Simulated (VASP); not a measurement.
A run of VASP 6.6.1 is set up as follows.

INCAR

```
SYSTEM = GaOs12
ALGO = Normal
EDIFF = 1E-6
ENCUT = 520
GGA = PE
ISIF = 2
ISMEAR = -1
IVDW = 12
LASPH = .TRUE.
LCHARG = .FALSE.
LREAL = .FALSE.
LWAVE = .FALSE.
NBANDS = 66
NELM = 60
PREC = Accurate
SIGMA = 0.1
```

KPOINTS

```
k-points
0
G
  4 4 1
  0 0 0
```

Contents of POSCAR:

```
GaOs12
1.0
    5.4799998772      0.0000000000      0.0000000000
    2.7399999386      4.7458191064      0.0000000000
    0.0000000000      0.0000000000     16.3264600000
Os Ga
12 1
Direct
   -0.0000000033     -0.0000000033      0.0612502600
    0.5000000067     -0.0000000033      0.0612502600
   -0.0000000033      0.5000000067      0.0612502600
    0.5000000000      0.5000000000      0.0612502600
   -0.1665226224      0.3332613112      0.1892333363
    0.3332613112      0.3332613112      0.1892333363
   -0.1666666667      0.8333333333      0.1887798776
    0.3332613112      0.8334773776      0.1892333363
   -0.0052583026     -0.0052583026      0.3188289739
    0.5105166051     -0.0052583026      0.3188289739
   -0.0052583026      0.5105166051      0.3188289739
    0.5000000000      0.5000000000      0.3173513359
    0.1666666667      1.1666666667      0.4437805197
```

Potentials or basis: VASP PAW PBE potentials, release 64 (Os, Ga_d).

The run is started by

```bash
$ cat potpaw_PBE.64/Os/POTCAR potpaw_PBE.64/Ga_d/POTCAR > POTCAR
$ mpirun -np 1 vasp_std > vasp.out
```

Predict the largest force.

0.093 eV/Å.

What does it give for the band gap on the k mesh?

Zero (an odd number of electrons rules out a gap without spin polarisation).

Forces in eV/Å, atoms in the order of the input:
```
Os   0.075  0.043  0.035
Os  -0.075  0.043  0.035
Os   0.000 -0.086  0.035
Os   0.000  0.000 -0.088
Os  -0.001  0.000 -0.005
Os   0.001  0.000 -0.005
Os   0.000  0.000 -0.017
Os   0.000 -0.001 -0.005
Os  -0.022 -0.013 -0.001
Os   0.022 -0.013 -0.001
Os   0.000  0.025 -0.001
Os   0.000  0.000  0.005
Ga   0.000  0.000  0.015
```

Caveat: there is no dipole correction, which matters where the two faces differ; spin-orbit coupling is left out, which moves the levels of the heavy elements.
